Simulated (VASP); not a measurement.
# Re (Im-3m) in VASP: a series of runs

Runs on Re. Level: PBEsol. Tasks: density of states.

All numbers are computed with VASP 6.6.1; they aren't measurements. Logs are shortened: lines on timing, memory, paths and dates and some standing lists are left out, and cuts for length are marked.

### Step 1. The cell of the first run

It takes space group Im-3m (No. 229, cubic). The conventional cell has a = 3.085 Å, b = 3.085 Å, c = 3.085 Å, α = 90.00°, β = 90.00°, γ = 90.00°. Re (site symmetry m-3m) has 14 Re at 2.67 to 3.09 Å within 3.5 Å.

### Step 2. Density of states, PBEsol

POSCAR

```
Re
1.0
   -1.5426333110      1.5426333110      1.5426333110
    1.5426333110     -1.5426333110      1.5426333110
    1.5426333110      1.5426333110     -1.5426333110
Re
1
Direct
    0.0000000000      0.0000000000      0.0000000000
```

INCAR.step1

```
  PREC = Accurate
  ENCUT = 520
  EDIFF = 1E-6
  ISMEAR = -1
  SIGMA = 0.1
  LREAL = F
  LASPH = T
  NELM = 80
  ALGO = Normal
  ISIF = 2
  LWAVE = F
  LCHARG = T
  LMAXMIX = 4
  GGA = PS
  NBANDS = 10
```

KPOINTS.step1

```
Automatic mesh
0
Gamma
  17 17 17
```

INCAR.step2

```
  PREC = Accurate
  ENCUT = 520
  EDIFF = 1E-6
  ISMEAR = -5
  SIGMA = 0.1
  LREAL = F
  LASPH = T
  NELM = 80
  ALGO = Normal
  ISIF = 2
  LWAVE = F
  LCHARG = F
  LMAXMIX = 4
  GGA = PS
  LORBIT = 11
  NEDOS = 2001
  ICHARG = 11
```

KPOINTS.step2

```
Automatic mesh
0
Gamma
  26 26 26
```

Potentials or basis: VASP PAW PBE potentials, release 64 (Re).

On the command line:

```console
$ cat potpaw_PBE.64/Re/POTCAR > POTCAR
$ cp INCAR.step1 INCAR
$ cp KPOINTS.step1 KPOINTS
$ mpirun -np 1 vasp_std > vasp.out
$ cp INCAR.step2 INCAR
$ cp KPOINTS.step2 KPOINTS
$ mpirun -np 1 vasp_std > vasp.out
```

OUTCAR:

```text
PREC = Accurate
   ENCUT = 520
   EDIFF = 1E-6
   ISMEAR = -5
   LREAL = F
   LASPH = T
   NELM = 80
   ISIF = 2
   GGA = PS
   LORBIT = 11
   ICHARG = 11

 ion  position               nearest neighbor table
   1  0.000  0.000  0.000-

  LATTYP: Found a body centered cubic cell.
 ALAT       =     3.0852666220

  Lattice vectors:

 A1 = (  -1.5426333110,   1.5426333110,   1.5426333110)
 A2 = (   1.5426333110,  -1.5426333110,   1.5426333110)
 A3 = (   1.5426333110,   1.5426333110,  -1.5426333110)

Analysis of symmetry for initial positions (statically):
=====================================================================
 Subroutine PRICEL returns:
 Original cell was already a primitive cell.

 Routine SETGRP: Setting up the symmetry group for a
 body centered cubic supercell.

 Subroutine GETGRP returns: Found 48 space group operations
 (whereof 48 operations were pure point group operations)
 out of a pool of 48 trial point group operations.

The static configuration has the point symmetry O_h .

Analysis of symmetry for dynamics (positions and initial velocities):
=====================================================================
 Subroutine PRICEL returns:
 Original cell was already a primitive cell.

 Routine SETGRP: Setting up the symmetry group for a
 body centered cubic supercell.

 Subroutine GETGRP returns: Found 48 space group operations
 (whereof 48 operations were pure point group operations)
 out of a pool of 48 trial point group operations.

The dynamic configuration has the point symmetry O_h .

 Subroutine INISYM returns: Found 48 space group operations
 (whereof 48 operations are pure point group operations),
 and found     1 'primitive' translations

----------------------------------------------------------------------------------------

                                     Primitive cell

  volume of cell :      14.6841

  direct lattice vectors                    reciprocal lattice vectors
    -1.542633311  1.542633311  1.542633311     0.000000000  0.324121096  0.324121096
     1.542633311 -1.542633311  1.542633311     0.324121096  0.000000000  0.324121096
     1.542633311  1.542633311 -1.542633311     0.324121096  0.324121096  0.000000000

  length of vectors
     2.671919272  2.671919272  2.671919272     0.458376450  0.458376450  0.458376450

  position of ions in fractional coordinates (direct lattice)
     0.000000000  0.000000000  0.000000000

  ion indices of the primitive-cell ions
   primitive index   ion index
                 1           1

----------------------------------------------------------------------------------------

 KPOINTS: Automatic mesh

Automatic generation of k-mesh.
 Grid dimensions read from file:
 generate k-points for:   26   26   26

 Generating k-lattice:

  Cartesian coordinates                     Fractional coordinates (reciprocal lattice)
     0.000000000  0.012466196  0.012466196     0.038461538  0.000000000  0.000000000
     0.012466196  0.000000000  0.012466196     0.000000000  0.038461538  0.000000000
     0.012466196  0.012466196  0.000000000     0.000000000  0.000000000  0.038461538

  Length of vectors
     0.017629863  0.017629863  0.017629863

  Shift w.r.t. Gamma in fractional coordinates (k-lattice)
     0.000000000  0.000000000  0.000000000

 TETIRR: Found  21036 inequivalent tetrahedra from   105456

 Subroutine IBZKPT returns following result:
 ===========================================

 Found    511 irreducible k-points:

 Following reciprocal coordinates:
            Coordinates               Weight
  0.000000  0.000000  0.000000      1.000000
  0.038462  0.000000  0.000000     12.000000
  0.076923  0.000000  0.000000     12.000000
  0.115385  0.000000  0.000000     12.000000
  0.153846  0.000000  0.000000     12.000000
  0.192308  0.000000  0.000000     12.000000
[... 16 lines left out ...]
  0.346154  0.038462 -0.000000     48.000000
  0.384615  0.038462  0.000000     48.000000
 [... further k-points ...]
   k-points           NKPTS =    511   k-points in BZ     NKDIM =    511   number of bands    NBANDS=      7
   number of dos      NEDOS =   2001   number of ions     NIONS =      1
   total plane-waves  NPLWV =   8000
   dimension x,y,z NGX =    20 NGY =   20 NGZ =   20
   dimension x,y,z NGXF=    40 NGYF=   40 NGZF=   40
   ions per type =               1
   NGX,Y,Z   is equivalent  to a cutoff of  12.44, 12.44, 12.44 a.u.
   NGXF,Y,Z  is equivalent  to a cutoff of  24.89, 24.89, 24.89 a.u.
 SYSTEM =  unknown system
   PREC   = accura    normal or accurate (medium, high low for compatibility)
   ISTART =      0    job   : 0-new  1-cont  2-samecut
   ICHARG =     11    charge: 1-file 2-atom 10-const
   ISPIN  =      1    spin polarized calculation?
   LNONCOLLINEAR =      F non collinear calculations
   LSORBIT =      F    spin-orbit coupling
   LASPH  =      T    aspherical Exc in radial PAW
   ENCUT  =  520.0 eV  38.22 Ry    6.18 a.u.   4.97  4.97  4.97*2*pi/ulx,y,z
   NELM   =     80;   NELMIN=  2; NELMDL=  0     # of ELM steps
   EDIFF  = 0.1E-05   stopping-criterion for ELM
   LREAL  =      F    real-space projection
[... 7 lines left out ...]
   TEBEG  =    0.0;   TEEND  =   0.0 temperature during run
   PSTRESS=    0.0 pullay stress
   NELECT =       7.0000    total number of electrons
   NUPDOWN=      -1.0000    fix difference up-down
   EMIN   =  10.00;   EMAX   =-10.00  energy-range for DOS
   EFERMI =   0.00;   METHOD = LEGACY
   ISMEAR =    -5;   SIGMA  =   0.10  broadening in eV -4-tet -1-fermi 0-gaus
   EFERMI_NEDOS =   21; number of points for ismear=-14 and -15
   IALGO  =     38    algorithm
   IMIX   =      4    mixing-type and parameters
     AMIX     =   0.40;   BMIX     =  1.00
     AMIX_MAG =   1.60;   BMIX_MAG =  1.00
  volume/ion in A,a.u.               =      14.68        99.09
  Fermi-wavevector in a.u.,A,eV,Ry     =   1.278865  2.416705 22.252281  1.635496
  Thomas-Fermi vector in A             =   2.411384
   LORBIT       =     11    0 simple, 1 ext, 2 COOP (PROOUT), +10 PAW based schemes
   GGA     = PS    functional components
   LHFCALC =     F    Hartree Fock is set to
   AEXX    =    0.0000 exact exchange contribution
   IVDW    =     0    specifies the selected vdW correction
   LEPSILON=     F    determine dielectric tensor
   LRPA    =     F    only Hartree local field effects (RPA)
 non-spin polarized calculation
 Fermi weights with tetrahedron method with Bloechl corrections
  energy-cutoff  :      520.00
  volume of cell :       14.68
 maximum number of plane-waves:       410

 number of electron       6.9999999 magnetization

 Free energy of the ion-electron system (eV)
  ---------------------------------------------------
  ext. energy  EPLUGINS =         0.00000000
  ---------------------------------------------------
  free energy    TOTEN  =       -13.03995355 eV

  energy without entropy =      -13.03995355  energy(sigma->0) =      -13.03995355

 E-fermi :   8.6867     XC(G=0): -13.8327

 val. band max:        8.7253040997   @ k =   0.2308   0.0385  -0.0000
 cond. band min:       8.6399938120   @ k =   0.1538   0.1154  -0.0000
 fundamental gap:     -0.0853102876
 Fermi energy:         8.6866513708

 k-point     1 :       0.0000    0.0000    0.0000
  band No.  band energies     occupation
      1      -2.1597      2.00000
      2       5.9459      2.00000
      3       5.9459      2.00000
      4       5.9459      2.00000
      5       9.4297      0.00000
      6       9.4297      0.00000
      7      24.2709      0.00000

 k-point     2 :       0.0385    0.0000    0.0000
  band No.  band energies     occupation
      1      -2.0861      2.00000
      2       5.9039      2.00000
      3       5.9401      2.00000
      4       6.0168      2.00000
      5       9.3638      0.00000
      6       9.4315      0.00000
      7      24.3538      0.00000

 k-point     3 :       0.0769    0.0000    0.0000
  band No.  band energies     occupation
      1      -1.8688      2.00000
      2       5.7827      2.00000
      3       5.9167      2.00000
      4       6.2283      2.00000
      5       9.1922      0.00000
      6       9.4382      0.00000
      7      24.4935      0.00000

 k-point     4 :       0.1154    0.0000    0.0000
  band No.  band energies     occupation
      1      -1.5195      2.00000
      2       5.5947      2.00000
      3       5.8610      2.00000
      4       6.5768      2.00000
      5       8.9822     -0.04791
      6       9.4533      0.00000
      7      24.7086      0.00000

 k-point     5 :       0.1538    0.0000    0.0000
  band No.  band energies     occupation
      1      -1.0594      2.00000
      2       5.3578      2.00000
      3       5.7613      2.00000
      4       7.0561      2.00000
      5       8.8123      0.04411
      6       9.4816      0.00000
      7      24.8585      0.00000

 k-point     6 :       0.1923    0.0000    0.0000
  band No.  band energies     occupation
      1      -0.5237      2.00000
      2       5.0915      2.00000
      3       5.6316      2.00000
      4       7.6569      2.00047
      5       8.7378      0.45247
      6       9.5279      0.00000
      7      24.7932      0.00000

 k-point     7 :       0.2308    0.0000    0.0000
  band No.  band energies     occupation
      1       0.0331      2.00000
      2       4.8150      2.00000
      3       5.5312      2.00000
      4       8.3659      2.17187
      5       8.7709      0.14973
      6       9.5952      0.00000
      7      24.4061      0.00000
[... 121 lines left out ...]
 k-point    20 :       0.2308    0.0385   -0.0000
  band No.  band energies     occupation
      1       0.3464      2.00000
      2       4.6835      2.00000
      3       5.4565      2.00000
      4       8.7253      1.03753
      5       8.8753      0.01459
      6       9.6946      0.00000
      7      24.1408      0.00000

 k-point    21 :       0.2692    0.0385    0.0000
  band No.  band energies     occupation
      1       0.7904      2.00000
      2       4.4241      2.00000
      3       5.5722      2.00000
      4       8.9004     -0.01928
      5       9.6898     -0.00321
      6       9.7928      0.00000
      7      23.3608      0.00000

 k-point    22 :       0.3077    0.0385    0.0000
  band No.  band energies     occupation
      1       1.0708      2.00000
      2       4.1916      2.00000
      3       5.9299      2.00000
      4       9.0901     -0.02878
      5       9.9006      0.00000
      6      10.5734      0.00000
      7      22.4457      0.00000

 k-point    23 :       0.3462    0.0385   -0.0000
  band No.  band energies     occupation
      1       1.1886      2.00000
      2       3.9953      2.00000
      3       6.5107      2.00000
      4       9.2713      0.00000
      5      10.0162      0.00000
      6      11.4574      0.00000
      7      21.3136      0.00000

 k-point    24 :       0.3846    0.0385    0.0000
  band No.  band energies     occupation
      1       1.2025      2.00000
      2       3.8424      2.00000
      3       7.2106      2.00000
      4       9.3916      0.00000
      5      10.1396      0.00000
      6      12.2730      0.00000
      7      20.1831      0.00000

 [... further k-points ...]
[... 5 lines left out ...]
  --------------------------------------------------------------------------------------
  -------------------------------------------------------------------------------------
  Total       -0.0263743     -0.0263743     -0.0263743      0.0000000     -0.0000000      0.0000000
  in kB       -2.8776912     -2.8776912     -2.8776912      0.0000000     -0.0000000      0.0000000
  external PRESSURE =      -2.8776912 kB  Pullay stress =       0.0000000 kB

 VOLUME and BASIS-vectors are now :
 -----------------------------------------------------------------------------
  energy-cutoff  :      520.00
  volume of cell :       14.68
      direct lattice vectors                 reciprocal lattice vectors
    -1.542633311  1.542633311  1.542633311     0.000000000  0.324121096  0.324121096
     1.542633311 -1.542633311  1.542633311     0.324121096  0.000000000  0.324121096
     1.542633311  1.542633311 -1.542633311     0.324121096  0.324121096  0.000000000

 POSITION                                       TOTAL-FORCE (eV/Angst)
 -----------------------------------------------------------------------------------
      0.00000      0.00000      0.00000         0.000000      0.000000      0.000000
 -----------------------------------------------------------------------------------
    total drift:                                0.000000     -0.000000      0.000000

  FREE ENERGIE OF THE ION-ELECTRON SYSTEM (eV)
  ---------------------------------------------------
  free  energy   TOTEN  =       -13.0399535470 eV

  energy  without entropy=      -13.0399535470  energy(sigma->0) =      -13.03995355

 total charge

# of ion       s       p       d       tot
------------------------------------------
    1        0.616   0.684   4.850   6.150
```

It took 34 s on 1 thread of AMD EPYC 9R45 (Zen 5), shared host; peak memory 0.17 GiB.

What came out:

```yaml
Valence_electrons_inside_the_program's_atomic_spheres: Re 6.15
```

Levels at points of the mesh, in eV from the Fermi level:
```csv
k point,band 1,band 2,band 3,band 4,band 5,band 6
"(0.00, 0.00, 0.00)",-10.85,-2.74,-2.74,-2.74,0.74,0.74
"(0.50, 0.00, 0.00)",-7.59,-5.02,-0.03,0.64,1.54,4.55
"(0.50, 0.50, 0.50)",-7.21,-7.21,3.60,3.60,3.60,8.00
```

Caveat: the PAW data sets were made with another functional, which shifts forces and pressure a little; spin-orbit coupling is left out, which moves the levels of the heavy elements; tetrahedron occupations give inexact forces and stress in metals.

### Step 3. Density of states, PBEsol

POSCAR is that of step 2.

INCAR.step1

```
SYSTEM = Re
ALGO = Normal
EDIFF = 1E-6
ENCUT = 520
GGA = PS
ISIF = 2
ISMEAR = -1
LASPH = .TRUE.
LCHARG = .TRUE.
LMAXMIX = 4
LREAL = .FALSE.
LWAVE = .FALSE.
NBANDS = 10
NELM = 80
PREC = Accurate
SIGMA = 0.1
```

KPOINTS.step1

```
k-points
0
G
  17 17 17
  0 0 0
```

INCAR.step2

```
SYSTEM = Re
ALGO = Normal
EDIFF = 1E-6
ENCUT = 520
GGA = PS
ICHARG = 11
ISIF = 2
ISMEAR = -5
LASPH = .TRUE.
LCHARG = .FALSE.
LMAXMIX = 4
LORBIT = 11
LREAL = .FALSE.
LWAVE = .FALSE.
NEDOS = 1001
NELM = 80
PREC = Accurate
SIGMA = 0.1
```

KPOINTS.step2

```
k-points
0
G
  26 26 26
  0 0 0
```

Potentials or basis: VASP PAW PBE potentials, release 64 (Re).

On the command line:

```console
$ cat potpaw_PBE.64/Re/POTCAR > POTCAR
$ cp INCAR.step1 INCAR
$ cp KPOINTS.step1 KPOINTS
$ mpirun -np 1 vasp_std > vasp.out
$ cp INCAR.step2 INCAR
$ cp KPOINTS.step2 KPOINTS
$ mpirun -np 1 vasp_std > vasp.out
```

Wall time 32 s (1 thread of AMD EPYC 9R45 (Zen 5), shared host); peak memory 0.17 GiB.

The run converged. Its results:

```yaml
Valence_electrons_inside_the_program's_atomic_spheres: Re 6.15
```

Levels at points of the mesh, in eV from the Fermi level:
```
           k point  band 1  band 2  band 3  band 4  band 5  band 6  band 7
(0.00, 0.00, 0.00)  -10.85   -2.74   -2.74   -2.74    0.74    0.74   15.58
(0.50, 0.00, 0.00)   -7.59   -5.02   -0.03    0.64    1.54    4.55   10.09
(0.50, 0.50, 0.50)   -7.21   -7.21    3.60    3.60    3.60    8.00    8.00
```

Caveat: the PAW data sets were made with another functional, which shifts forces and pressure a little; spin-orbit coupling is left out, which moves the levels of the heavy elements; tetrahedron occupations give inexact forces and stress in metals.
